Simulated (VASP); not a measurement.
# Al in VASP: further runs

The runs below take Al through single point, with LDA.

Program: VASP 6.6.1. These are calculated values, not measurements. Logs are shortened: lines on timing, memory, paths and dates and some standing lists are left out, and cuts for length are marked.

## 1. The cell of the first run

The cell holds a slab with vacuum, 13 atoms: a = 5.634 Å, b = 5.634 Å, c = 20.032 Å, α = 90.00°, β = 90.00°, γ = 120.00°.

## 2. Single point, LDA

Input file INCAR:

```
SYSTEM = Al
PREC     = Accurate       ! precision mode
ENCUT    = 520            ! plane-wave cutoff, eV
EDIFF    = 1E-6           ! SCF threshold, eV
ISMEAR   = 0              ! smearing method
SIGMA    = 0.1            ! smearing width, eV
LREAL    = .False.        ! projectors in reciprocal space
LASPH    = .True.         ! aspherical terms in the spheres
NELM     = 80             ! most SCF steps
ALGO     = Normal         ! electronic algorithm
ISIF     = 2              ! what is computed and relaxed
LWAVE    = .False.        ! write WAVECAR
LCHARG   = .True.         ! write CHGCAR
LDIPOL   = .True.       
IDIPOL   = 3            
DIPOL    = 0.5 0.5 0.331
GGA      = CA             ! functional
LELF     = .True.         ! ELF
LVHAR    = .True.       
LVACPOTAV= .True.       
NBANDS   = 32             ! bands
```

Input file KPOINTS:

```
Automatic mesh
0
Gamma
  6 6 1
  0 0 0
```

Input file POSCAR:

```
Al
1.0
    5.6336864727      0.0000000000      0.0000000000
   -2.8168432363      4.8789156023      0.0000000000
    0.0000000000      0.0000000000     20.0321727095
Al
13
Direct
    0.3333333333      0.1666666667      0.1996787896
    0.3333333333      0.6666666667      0.1996787896
    0.8333333333      0.1666666667      0.1996787896
    0.8333333333      0.6666666667      0.1996787896
    0.1666666667      0.3333333333      0.3128097176
    0.1666666667      0.8333333333      0.3128097176
    0.6666666667      0.3333333333      0.3128097176
    0.6666666667      0.8333333333      0.3128097176
    0.0000000000      0.0000000000      0.4259234799
    0.0000000000      0.5000000000      0.4259234799
    0.5000000000      0.0000000000      0.4259234799
    0.5000000000      0.5000000000      0.4259234799
    0.0000000000      0.0833333333      0.5480892820
```

Potentials or basis: VASP PAW LDA potentials, release 64 (Al).

The run is started by

```bash
$ cat potpaw_LDA.64/Al/POTCAR > POTCAR
$ mpirun -np 1 vasp_std > vasp.out
```

OUTCAR:

```text
SYSTEM = Al
   PREC = Accurate
   ENCUT = 520
   EDIFF = 1E-6
   ISMEAR = 0
   LREAL = .False.
   LASPH = .True.
   NELM = 80
   ISIF = 2
   GGA = CA

 ion  position               nearest neighbor table
   1  0.333  0.167  0.200-   5 2.79   6 2.79   7 2.79   2 2.82   2 2.82   3 2.82   3 2.82   4 2.82
                             4 2.82
   2  0.333  0.667  0.200-   6 2.79   5 2.79   8 2.79   1 2.82   1 2.82   4 2.82   4 2.82   3 2.82
                             3 2.82
   3  0.833  0.167  0.200-   7 2.79   8 2.79   5 2.79   4 2.82   4 2.82   1 2.82   1 2.82   2 2.82
                             2 2.82
   4  0.833  0.667  0.200-   8 2.79   7 2.79   6 2.79   3 2.82   3 2.82   2 2.82   2 2.82   1 2.82
                             1 2.82
   5  0.167  0.333  0.313-   9 2.79  12 2.79  10 2.79   1 2.79   2 2.79   3 2.79   6 2.82   6 2.82
                             7 2.82   7 2.82   8 2.82   8 2.82
   6  0.167  0.833  0.313-  10 2.79  11 2.79   9 2.79   2 2.79   1 2.79   4 2.79   5 2.82   5 2.82
                             8 2.82   8 2.82   7 2.82   7 2.82
   7  0.667  0.333  0.313-  11 2.79  10 2.79  12 2.79   3 2.79   4 2.79   1 2.79   8 2.82   8 2.82
                             5 2.82   5 2.82   6 2.82   6 2.82
   8  0.667  0.833  0.313-  12 2.79   9 2.79  11 2.79   4 2.79   3 2.79   2 2.79   7 2.82   7 2.82
                             6 2.82   6 2.82   5 2.82   5 2.82
   9  0.000  0.000  0.426-  13 2.49   5 2.79   8 2.79   6 2.79  10 2.82  10 2.82  11 2.82  11 2.82
                            12 2.82  12 2.82
  10  0.000  0.500  0.426-   6 2.79   7 2.79   5 2.79   9 2.82   9 2.82  12 2.82  12 2.82  11 2.82
                            11 2.82
  11  0.500  0.000  0.426-   7 2.79   6 2.79   8 2.79  12 2.82  12 2.82   9 2.82   9 2.82  10 2.82
                            10 2.82
  12  0.500  0.500  0.426-   8 2.79   5 2.79   7 2.79  11 2.82  11 2.82  10 2.82  10 2.82   9 2.82
                             9 2.82
  13  0.000  0.083  0.548-   9 2.49

  LATTYP: Found a hexagonal cell.
 ALAT       =     5.6336864727
 C/A-ratio  =     3.5557840868

  Lattice vectors:

 A1 = (   5.6336864727,   0.0000000000,   0.0000000000)
 A2 = (  -2.8168432363,   4.8789156023,   0.0000000000)
 A3 = (   0.0000000000,   0.0000000000,  20.0321727095)

Analysis of symmetry for initial positions (statically):
=====================================================================
 Subroutine PRICEL returns:
 Original cell was already a primitive cell.

 Routine SETGRP: Setting up the symmetry group for a
 hexagonal supercell.

 Subroutine GETGRP returns: Found  1 space group operations
 (whereof  1 operations were pure point group operations)
 out of a pool of 24 trial point group operations.

The static configuration has the point symmetry C_1 .

Analysis of symmetry for dynamics (positions and initial velocities):
=====================================================================
 Subroutine PRICEL returns:
 Original cell was already a primitive cell.

 Routine SETGRP: Setting up the symmetry group for a
 hexagonal supercell.

 Subroutine GETGRP returns: Found  1 space group operations
 (whereof  1 operations were pure point group operations)
 out of a pool of 24 trial point group operations.

The dynamic configuration has the point symmetry C_1 .

 Subroutine INISYM returns: Found  1 space group operations
 (whereof  1 operations are pure point group operations),
 and found     1 'primitive' translations

----------------------------------------------------------------------------------------

                                     Primitive cell

  volume of cell :     550.6099

  direct lattice vectors                    reciprocal lattice vectors
     5.633686473  0.000000000  0.000000000     0.177503666  0.102481789  0.000000000
    -2.816843236  4.878915602  0.000000000     0.000000000  0.204963578  0.000000000
     0.000000000  0.000000000 20.032172709     0.000000000  0.000000000  0.049919697

  length of vectors
     5.633686473  5.633686473 20.032172709     0.204963578  0.204963578  0.049919697

  position of ions in fractional coordinates (direct lattice)
     0.333333333  0.166666667  0.199678790
     0.333333333  0.666666667  0.199678790
     0.833333333  0.166666667  0.199678790
     0.833333333  0.666666667  0.199678790
     0.166666667  0.333333333  0.312809718
     0.166666667  0.833333333  0.312809718
     0.666666667  0.333333333  0.312809718
     0.666666667  0.833333333  0.312809718
     0.000000000  0.000000000  0.425923480
     0.000000000  0.500000000  0.425923480
     0.500000000  0.000000000  0.425923480
     0.500000000  0.500000000  0.425923480
     0.000000000  0.083333333  0.548089282

  ion indices of the primitive-cell ions
   primitive index   ion index
                 1           1
                 2           2
                 3           3
                 4           4
                 5           5
                 6           6
                 7           7
                 8           8
                 9           9
                10          10
                11          11
                12          12
                13          13

----------------------------------------------------------------------------------------

 KPOINTS: Automatic mesh

Automatic generation of k-mesh.
 Grid dimensions read from file:
 generate k-points for:    6    6    1

 Generating k-lattice:

  Cartesian coordinates                     Fractional coordinates (reciprocal lattice)
     0.029583944  0.017080298  0.000000000     0.166666667  0.000000000  0.000000000
     0.000000000  0.034160596  0.000000000     0.000000000  0.166666667  0.000000000
     0.000000000  0.000000000  0.049919697     0.000000000  0.000000000  1.000000000

  Length of vectors
     0.034160596  0.034160596  0.049919697

  Shift w.r.t. Gamma in fractional coordinates (k-lattice)
     0.000000000  0.000000000  0.000000000

 Subroutine IBZKPT returns following result:
 ===========================================

 Found     20 irreducible k-points:

 Following reciprocal coordinates:
            Coordinates               Weight
  0.000000  0.000000  0.000000      1.000000
  0.166667 -0.000000  0.000000      2.000000
  0.000000  0.166667  0.000000      2.000000
 -0.166667  0.166667  0.000000      2.000000
  0.333333 -0.000000  0.000000      2.000000
  0.000000  0.333333  0.000000      2.000000
[... 12 lines left out ...]
  0.500000 -0.166667  0.000000      2.000000
  0.333333  0.333333  0.000000      2.000000
   k-points           NKPTS =     20   k-points in BZ     NKDIM =     20   number of bands    NBANDS=     32
   number of dos      NEDOS =    301   number of ions     NIONS =     13
   total plane-waves  NPLWV = 264600
   dimension x,y,z NGX =    42 NGY =   42 NGZ =  150
   dimension x,y,z NGXF=    84 NGYF=   84 NGZF=  300
   ions per type =              13
   NGX,Y,Z   is equivalent  to a cutoff of  12.39, 12.39, 12.45 a.u.
   NGXF,Y,Z  is equivalent  to a cutoff of  24.79, 24.79, 24.90 a.u.
 SYSTEM =  Al
   PREC   = accura    normal or accurate (medium, high low for compatibility)
   ISTART =      0    job   : 0-new  1-cont  2-samecut
   ICHARG =      2    charge: 1-file 2-atom 10-const
   ISPIN  =      1    spin polarized calculation?
   LNONCOLLINEAR =      F non collinear calculations
   LSORBIT =      F    spin-orbit coupling
   LASPH  =      T    aspherical Exc in radial PAW
   ENCUT  =  520.0 eV  38.22 Ry    6.18 a.u.  10.47 10.47 37.25*2*pi/ulx,y,z
   NELM   =     80;   NELMIN=  2; NELMDL= -5     # of ELM steps
   EDIFF  = 0.1E-05   stopping-criterion for ELM
   LREAL  =      F    real-space projection
   EDIFFG = 0.1E-04   stopping-criterion for IOM
   NSW    =      0    number of steps for IOM
   IBRION =     -1    ionic relax: 0-MD 1-quasi-New 2-CG
   NFREE  =      0    steps in history (QN), initial steepest desc. (CG)
   ISIF   =      2    stress and relaxation
   ISYM   =      2    0-nonsym 1-usesym 2-fastsym
   POTIM  = 0.5000    time-step for ionic-motion
   TEBEG  =    0.0;   TEEND  =   0.0 temperature during run
   PSTRESS=    0.0 pullay stress
   NELECT =      39.0000    total number of electrons
   NUPDOWN=      -1.0000    fix difference up-down
   EMIN   =  10.00;   EMAX   =-10.00  energy-range for DOS
   EFERMI =   0.00;   METHOD = LEGACY
   ISMEAR =     0;   SIGMA  =   0.10  broadening in eV -4-tet -1-fermi 0-gaus
   EFERMI_NEDOS =   21; number of points for ismear=-14 and -15
   IALGO  =     38    algorithm
   IMIX   =      4    mixing-type and parameters
     AMIX     =   0.40;   BMIX     =  1.00
     AMIX_MAG =   1.60;   BMIX_MAG =  1.00
  volume/ion in A,a.u.               =      42.35       285.82
  Fermi-wavevector in a.u.,A,eV,Ry     =   0.677353  1.280011  6.242448  0.458807
  Thomas-Fermi vector in A             =   1.754936
   LORBIT       =      0    0 simple, 1 ext, 2 COOP (PROOUT), +10 PAW based schemes
   GGA     = CA    functional components
   LHFCALC =     F    Hartree Fock is set to
   AEXX    =    0.0000 exact exchange contribution
   IVDW    =     0    specifies the selected vdW correction
   LEPSILON=     F    determine dielectric tensor
   LRPA    =     F    only Hartree local field effects (RPA)
 non-spin polarized calculation
 Gauss-broadening in eV      SIGMA  =   0.10
  energy-cutoff  :      520.00
  volume of cell :      550.61
 maximum number of plane-waves:     14919
 NGX is ok and might be reduce to    42
   NGX = 21   NGY = 21   NGZ = 75

 dipolmoment           0.000000      0.000000     -0.005785 electrons x Angstroem

 number of electron      39.0000001 magnetization

 dipolmoment           0.000000      0.000000      0.005701 electrons x Angstroem

 Free energy of the ion-electron system (eV)
  ---------------------------------------------------
  ext. energy  EPLUGINS =         0.00000000
  ---------------------------------------------------
  free energy    TOTEN  =       -49.79010201 eV

  energy without entropy =      -49.77144951  energy(sigma->0) =      -49.78077576

 E-fermi :   0.5363     XC(G=0):  -5.0988

 val. band max:        0.5228722962   @ k =  -0.3333   0.1667   0.0000
 cond. band min:       0.5736875495   @ k =   0.1667   0.1667   0.0000
 fundamental gap:      0.0508152533
 Fermi energy:         0.5362626108

 k-point     1 :       0.0000    0.0000    0.0000
  band No.  band energies     occupation
      1     -10.2666      2.00000
      2      -8.5618      2.00000
      3      -6.0589      2.00000
      4      -4.3387      2.00000
      5      -4.2565      2.00000
      6      -4.2547      2.00000
[... 23 lines left out ...]
     30       3.2305      0.00000
     31       3.6450      0.00000

 k-point     2 :       0.1667   -0.0000    0.0000
  band No.  band energies     occupation
      1     -10.0951      2.00000
      2      -8.3927      2.00000
      3      -6.0681      2.00000
      4      -5.8848      2.00000
      5      -5.0563      2.00000
      6      -5.0451      2.00000
[... 604 lines left out ...]
 k-point    20 :       0.3333    0.3333    0.0000
  band No.  band energies     occupation
      1      -8.2449      2.00000
      2      -8.2167      2.00000
      3      -8.2096      2.00000
      4      -6.6865      2.00000
      5      -6.4782      2.00000
      6      -6.4724      2.00000
[... 23 lines left out ...]
     30       3.5233      0.00000
     31       3.8516      0.00000
 [bands above 31 left out]

------------------------ aborting loop because EDIFF is reached ----------------------------------------

  FORCE on cell =-STRESS in cart. coord.  units (eV):
  Direction    XX          YY          ZZ          XY          YZ          ZX
  --------------------------------------------------------------------------------------
  -------------------------------------------------------------------------------------
  Total       -3.1259060     -3.1115701      0.8516037      0.0361894      0.9284484     -0.5218016
  in kB       -9.0958327     -9.0541177      2.4780159      0.1053048      2.7016203     -1.5183501
  external PRESSURE =      -5.2239781 kB  Pullay stress =       0.0000000 kB

 VOLUME and BASIS-vectors are now :
 -----------------------------------------------------------------------------
  energy-cutoff  :      520.00
  volume of cell :      550.61
      direct lattice vectors                 reciprocal lattice vectors
     5.633686473  0.000000000  0.000000000     0.177503666  0.102481789  0.000000000
    -2.816843236  4.878915602  0.000000000     0.000000000  0.204963578  0.000000000
     0.000000000  0.000000000 20.032172709     0.000000000  0.000000000  0.049919697

 POSITION                                       TOTAL-FORCE (eV/Angst)
 -----------------------------------------------------------------------------------
      1.40842      0.81315      4.00000        -0.021550     -0.004513     -0.083945
     -0.00000      3.25261      4.00000         0.003859     -0.006547     -0.018928
      4.22526      0.81315      4.00000         0.034903     -0.011409     -0.087322
      2.81684      3.25261      4.00000        -0.002370      0.009848     -0.088471
      0.00000      1.62631      6.26626         0.004143     -0.031693     -0.006740
     -1.40842      4.06576      6.26626        -0.030787      0.024300      0.069930
      2.81684      1.62631      6.26626         0.003898     -0.030944      0.085992
      1.40842      4.06576      6.26626         0.019881      0.016377      0.026321
      0.00000      0.00000      8.53217         0.116070     -0.223411     -0.875028
     -1.40842      2.43946      8.53217         0.060189     -0.077970      0.350944
      2.81684      0.00000      8.53217         0.068002      0.013950      0.307334
      1.40842      2.43946      8.53217        -0.067683     -0.013663      0.321967
     -0.23474      0.40658     10.97942        -0.188554      0.335675     -0.002054
 -----------------------------------------------------------------------------------
    total drift:                               -0.000011     -0.000001      0.000094

  FREE ENERGIE OF THE ION-ELECTRON SYSTEM (eV)
  ---------------------------------------------------
  free  energy   TOTEN  =       -49.7901020090 eV

  energy  without entropy=      -49.7714495133  energy(sigma->0) =      -49.78077576

 vacuum level on the upper side and lower side of the slab         4.705         4.668
```

Wall time 6.9 min (1 thread of Intel Xeon 6975P-C (Granite Rapids), shared host); peak memory 0.56 GiB.

What came out:

```
Free energy            : -49.7901 eV
Largest force          : 0.911 eV/Å
Band gap on the k mesh : zero (an odd number of electrons rules out a gap without spin polarisation)
```

Forces on the atoms (eV/Å):
```
Al  -0.022 -0.005 -0.084
Al   0.004 -0.007 -0.019
Al   0.035 -0.011 -0.087
Al  -0.002  0.010 -0.088
Al   0.004 -0.032 -0.007
Al  -0.031  0.024  0.070
Al   0.004 -0.031  0.086
Al   0.020  0.016  0.026
Al   0.116 -0.223 -0.875
Al   0.060 -0.078  0.351
Al   0.068  0.014  0.307
Al  -0.068 -0.014  0.322
Al  -0.189  0.336 -0.002
```

Levels at points of the mesh, in eV from the Fermi level:
| k point | band 17 | band 18 | band 19 | band 20 | band 21 | band 22 |
| --- | --- | --- | --- | --- | --- | --- |
| (0.00, 0.00, 0.00) | -2.25 | -0.75 | -0.53 | -0.40 | -0.35 | -0.17 |
| (0.50, 0.00, 0.00) | -0.49 | -0.26 | -0.19 | 0.54 | 0.70 | 0.84 |
| (0.00, 0.50, 0.00) | -0.49 | -0.24 | -0.21 | 0.59 | 0.71 | 0.79 |
| (0.50, 0.50, 0.00) | -0.50 | -0.26 | -0.19 | 0.58 | 0.71 | 0.76 |

## 3. Single point, LDA

Edit INCAR of step 2 so:

```diff
@@ -8,3 +8,3 @@
 LASPH    = .True.         ! aspherical terms in the spheres
-NELM     = 80             ! most SCF steps
+NELM     = 60             ! most SCF steps
 ALGO     = Normal         ! electronic algorithm
@@ -15,3 +15,3 @@
 IDIPOL   = 3            
-DIPOL    = 0.5 0.5 0.331
+DIPOL    = 0.5 0.5 0.330
 GGA      = CA             ! functional
```

Input file KPOINTS:

```
regular mesh
0
Gamma
  6 6 1
  0 0 0
```

Edit POSCAR of step 2 so:

```diff
@@ -20,2 +20,2 @@
     0.5000000000      0.5000000000      0.4259234799
-    0.0000000000      0.0833333333      0.5480892820
+    0.0833333333      0.3333333333      0.5357504035
```

Potentials or basis: VASP PAW LDA potentials, release 64 (Al).

The run is started by

```bash
$ cat potpaw_LDA.64/Al/POTCAR > POTCAR
$ mpirun -np 1 vasp_std > vasp.out
```

It took 7.8 min on 1 thread of Intel Xeon 6975P-C (Granite Rapids), shared host; peak memory 0.55 GiB.

Results (log left out):

```yaml
Free_energy: -50.2115 eV
Largest_force: 0.743 eV/Å
Band_gap_on_the_k_mesh: zero (an odd number of electrons rules out a gap without spin polarisation)
```

Forces on the atoms (eV/Å):
```
Al  -0.032  0.021 -0.066
Al  -0.005 -0.045 -0.088
Al   0.047  0.036 -0.106
Al   0.003 -0.001 -0.127
Al  -0.017  0.008 -0.062
Al   0.011 -0.005  0.093
Al  -0.001 -0.032  0.060
Al  -0.060  0.025  0.063
Al   0.006 -0.139  0.185
Al  -0.430  0.336 -0.505
Al   0.106  0.034  0.222
Al  -0.027 -0.007  0.326
Al   0.399 -0.232  0.004
```

Levels at points of the mesh, in eV from the Fermi level:
| k point | band 17 | band 18 | band 19 | band 20 | band 21 | band 22 |
| --- | --- | --- | --- | --- | --- | --- |
| (0.00, 0.00, 0.00) | -1.94 | -0.90 | -0.75 | -0.50 | -0.32 | -0.15 |
| (0.50, 0.00, 0.00) | -0.51 | -0.38 | -0.19 | 0.41 | 0.79 | 1.00 |
| (0.00, 0.50, 0.00) | -0.51 | -0.37 | -0.18 | 0.46 | 0.76 | 0.92 |
| (0.50, 0.50, 0.00) | -0.51 | -0.35 | -0.18 | 0.52 | 0.69 | 0.90 |

[end of part 1 of 2]

The gap in the log of VASP goes by the Fermi energy; the results here count the filled bands.